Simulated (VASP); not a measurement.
# I (Pm-3m) in VASP: a series of runs

Runs on I. Level: PBE. Tasks: single point.

Everything below comes from runs of VASP 6.6.1. Logs are shortened: lines on timing, memory, paths and dates and some standing lists are left out, and cuts for length are marked.

## Step 1: The cell of the first run

The structure is cubic, space group Pm-3m (No. 221). Conventional cell: a = 3.136 Å, b = 3.136 Å, c = 3.136 Å, α = 90.00°, β = 90.00°, γ = 90.00°. I (site symmetry m-3m) has 6 I at 3.14 Å within 4.1 Å.

## Step 2: Single point, PBE

INCAR

```
SYSTEM = I
PREC     = Accurate       ! precision mode
ENCUT    = 520            ! plane-wave cutoff, eV
EDIFF    = 1E-6           ! SCF threshold, eV
ISMEAR   = -1             ! smearing method
SIGMA    = 0.05           ! smearing width, eV
LREAL    = .FALSE.        ! projectors in reciprocal space
LASPH    = .TRUE.         ! aspherical terms in the spheres
NELM     = 100            ! most SCF steps
ALGO     = Normal         ! electronic algorithm
ISIF     = 2              ! what is computed and relaxed
LWAVE    = .FALSE.        ! write WAVECAR
LCHARG   = .FALSE.        ! write CHGCAR
GGA      = PE             ! functional
NBANDS   = 10             ! bands
```

KPOINTS

```
Automatic mesh
0
G
  12 12 12
  0 0 0
```

POSCAR

```
I
1.0
    3.1357140069      0.0000000000      0.0000000000
    0.0000000000      3.1357140069      0.0000000000
    0.0000000000      0.0000000000      3.1357140069
I
1
Direct
    0.0000000000      0.0000000000      0.0000000000
```

Potentials or basis: VASP PAW PBE potentials, release 64 (I).

On the command line:

```console
cat potpaw_PBE.64/I/POTCAR > POTCAR
mpirun -np 1 vasp_std > vasp.out
```

OUTCAR:

```text
SYSTEM = I
   PREC = Accurate
   ENCUT = 520
   EDIFF = 1E-6
   ISMEAR = -1
   LREAL = .FALSE.
   LASPH = .TRUE.
   NELM = 100
   ISIF = 2
   GGA = PE

 ion  position               nearest neighbor table
   1  0.000  0.000  0.000-

  LATTYP: Found a simple cubic cell.
 ALAT       =     3.1357140069

  Lattice vectors:

 A1 = (   3.1357140069,   0.0000000000,   0.0000000000)
 A2 = (   0.0000000000,   3.1357140069,   0.0000000000)
 A3 = (   0.0000000000,   0.0000000000,   3.1357140069)

Analysis of symmetry for initial positions (statically):
=====================================================================
 Subroutine PRICEL returns:
 Original cell was already a primitive cell.

 Routine SETGRP: Setting up the symmetry group for a
 simple cubic supercell.

 Subroutine GETGRP returns: Found 48 space group operations
 (whereof 48 operations were pure point group operations)
 out of a pool of 48 trial point group operations.

The static configuration has the point symmetry O_h .

Analysis of symmetry for dynamics (positions and initial velocities):
=====================================================================
 Subroutine PRICEL returns:
 Original cell was already a primitive cell.

 Routine SETGRP: Setting up the symmetry group for a
 simple cubic supercell.

 Subroutine GETGRP returns: Found 48 space group operations
 (whereof 48 operations were pure point group operations)
 out of a pool of 48 trial point group operations.

The dynamic configuration has the point symmetry O_h .

 Subroutine INISYM returns: Found 48 space group operations
 (whereof 48 operations are pure point group operations),
 and found     1 'primitive' translations

----------------------------------------------------------------------------------------

                                     Primitive cell

  volume of cell :      30.8325

  direct lattice vectors                    reciprocal lattice vectors
     3.135714007  0.000000000  0.000000000     0.318906634  0.000000000  0.000000000
     0.000000000  3.135714007  0.000000000     0.000000000  0.318906634  0.000000000
     0.000000000  0.000000000  3.135714007     0.000000000  0.000000000  0.318906634

  length of vectors
     3.135714007  3.135714007  3.135714007     0.318906634  0.318906634  0.318906634

  position of ions in fractional coordinates (direct lattice)
     0.000000000  0.000000000  0.000000000
[... 79 lines left out ...]
   NSW    =      0    number of steps for IOM
   IBRION =     -1    ionic relax: 0-MD 1-quasi-New 2-CG
   NFREE  =      0    steps in history (QN), initial steepest desc. (CG)
   ISIF   =      2    stress and relaxation
   ISYM   =      2    0-nonsym 1-usesym 2-fastsym
   POTIM  = 0.5000    time-step for ionic-motion
   TEBEG  =    0.0;   TEEND  =   0.0 temperature during run
   PSTRESS=    0.0 pullay stress
   NELECT =       7.0000    total number of electrons
   NUPDOWN=      -1.0000    fix difference up-down
   EMIN   =  10.00;   EMAX   =-10.00  energy-range for DOS
   EFERMI =   0.00;   METHOD = LEGACY
   ISMEAR =    -1;   SIGMA  =   0.05  broadening in eV -4-tet -1-fermi 0-gaus
   EFERMI_NEDOS =   21; number of points for ismear=-14 and -15
   IALGO  =     38    algorithm
   IMIX   =      4    mixing-type and parameters
     AMIX     =   0.40;   BMIX     =  1.00
     AMIX_MAG =   1.60;   BMIX_MAG =  1.00
  volume/ion in A,a.u.               =      30.83       208.07
  Fermi-wavevector in a.u.,A,eV,Ry     =   0.998706  1.887281 13.570641  0.997414
  Thomas-Fermi vector in A             =   2.130948
   LORBIT       =      0    0 simple, 1 ext, 2 COOP (PROOUT), +10 PAW based schemes
   GGA     = PE    functional components
   LHFCALC =     F    Hartree Fock is set to
   AEXX    =    0.0000 exact exchange contribution
   IVDW    =     0    specifies the selected vdW correction
   LEPSILON=     F    determine dielectric tensor
   LRPA    =     F    only Hartree local field effects (RPA)
 non-spin polarized calculation
  energy-cutoff  :      520.00
  volume of cell :       30.83
 maximum number of plane-waves:       852
 NGX is ok and might be reduce to    24
   NGX = 11   NGY = 11   NGZ = 11

 number of electron       6.9999999 magnetization

 Free energy of the ion-electron system (eV)
  ---------------------------------------------------
  ext. energy  EPLUGINS =         0.00000000
  ---------------------------------------------------
  free energy    TOTEN  =        -0.83751326 eV

  energy without entropy =       -0.83006602  energy(sigma->0) =       -0.83378964

 E-fermi :   7.2764     XC(G=0):  -9.5007

 val. band max:        7.2760756129   @ k =   0.1667   0.0833   0.0000
 cond. band min:       7.3050435103   @ k =   0.3333   0.1667   0.0833
 fundamental gap:      0.0289678973
 Fermi energy:         7.2763585810

 k-point     1 :       0.0000    0.0000    0.0000
  band No.  band energies     occupation
      1      -8.4689      2.00000
      2       6.9530      1.99690
      3       6.9530      1.99690
      4       6.9530      1.99690
      5      12.8575      0.00000
      6      12.8575      0.00000
      7      13.1375      0.00000
      8      24.6409      0.00000
      9      24.6409      0.00000
     10      24.6416      0.00000
[... 287 lines left out ...]
 k-point    24 :       0.4167    0.3333    0.0000
  band No.  band energies     occupation
      1      -6.0176      2.00000
      2       1.5175      2.00000
      3       2.8023      2.00000
      4       8.8630      0.00000
      5      10.7276      0.00000
      6      16.1733      0.00000
      7      19.0033      0.00000
      8      19.5376      0.00000
      9      20.2163      0.00000
     10      20.9966      0.00000

 [... further k-points ...]

------------------------ aborting loop because EDIFF is reached ----------------------------------------

  FORCE on cell =-STRESS in cart. coord.  units (eV):
  Direction    XX          YY          ZZ          XY          YZ          ZX
  --------------------------------------------------------------------------------------
  -------------------------------------------------------------------------------------
  Total        2.8805438      2.8805438      2.8805438     -0.0000000     -0.0000000     -0.0000000
  in kB      149.6841216    149.6841216    149.6841216     -0.0000000     -0.0000000     -0.0000000
  external PRESSURE =     149.6841216 kB  Pullay stress =       0.0000000 kB

 VOLUME and BASIS-vectors are now :
 -----------------------------------------------------------------------------
  energy-cutoff  :      520.00
  volume of cell :       30.83
      direct lattice vectors                 reciprocal lattice vectors
     3.135714007  0.000000000  0.000000000     0.318906634  0.000000000  0.000000000
     0.000000000  3.135714007  0.000000000     0.000000000  0.318906634  0.000000000
     0.000000000  0.000000000  3.135714007     0.000000000  0.000000000  0.318906634

 POSITION                                       TOTAL-FORCE (eV/Angst)
 -----------------------------------------------------------------------------------
      0.00000      0.00000      0.00000         0.000000      0.000000      0.000000
 -----------------------------------------------------------------------------------
    total drift:                               -0.000000      0.000000      0.000000

  FREE ENERGIE OF THE ION-ELECTRON SYSTEM (eV)
  ---------------------------------------------------
  free  energy   TOTEN  =        -0.8375132584 eV

  energy  without entropy=       -0.8300660223  energy(sigma->0) =       -0.83378964
```

It took 15 s on 1 thread of Intel Xeon 8259CL, shared host; peak memory 0.15 GiB.

Results:

| Property | Result |
| --- | --- |
| Free energy | -0.8375 eV |
| Pressure | 15.0 GPa |
| Band gap on the k mesh | zero (an odd number of electrons rules out a gap without spin polarisation) |

Caveat: the cell stands under pressure; spin-orbit coupling is left out, which moves the levels of the heavy elements; an odd number of electrons without spin polarisation forces a metal; a magnetic or distorted state may lie lower.

## Step 3: Single point, PBE

This run uses another cell than the first one, of 41.52 Å³/atom.

INCAR

```
SYSTEM = I
  PREC = Accurate
  ENCUT = 520
  EDIFF = 1E-6
  ISMEAR = -1
  SIGMA = 0.05
  LREAL = .False.
  LASPH = .True.
  NELM = 60
  ALGO = Normal
  ISIF = 2
  LWAVE = .False.
  LCHARG = .False.
  GGA = PE
  NBANDS = 10
```

KPOINTS

```
regular mesh
0
Gamma
  12 12 12
  0 0 0
```

POSCAR

```
I
1.0
    3.4626113889      0.0000000000      0.0000000000
    0.0000000000      3.4626113889      0.0000000000
    0.0000000000      0.0000000000      3.4626113889
I
1
Direct
    0.0000000000      0.0000000000      0.0000000000
```

Potentials or basis: VASP PAW PBE potentials, release 64 (I).

On the command line:

```console
cat potpaw_PBE.64/I/POTCAR > POTCAR
mpirun -np 1 vasp_std > vasp.out
```

Wall time 31 s (1 thread of Intel Xeon 8259CL, shared host); peak memory 0.17 GiB.

It converged, with:

```yaml
Free_energy: -1.2034 eV
Pressure: 0.0 GPa
Band_gap_on_the_k_mesh: zero (an odd number of electrons rules out a gap without spin polarisation)
```

Levels at points of the mesh, in eV from the Fermi level:
```
           k point  band 1  band 2  band 3  band 4  band 5  band 6  band 7  band 8
(0.00, 0.00, 0.00)  -13.47   -0.16   -0.16   -0.16    5.44    6.58    6.58   15.72
(0.50, 0.00, 0.00)  -12.65   -4.58    0.49    0.49    7.85    7.87    9.49   10.45
(0.50, 0.50, 0.00)  -11.86   -3.67   -3.67    1.09    3.85    9.37   11.72   11.72
(0.50, 0.50, 0.50)  -11.08   -2.86   -2.86   -2.86    5.59    5.59    5.59    8.72
```

Caveat: spin-orbit coupling is left out, which moves the levels of the heavy elements; an odd number of electrons without spin polarisation forces a metal; a magnetic or distorted state may lie lower.
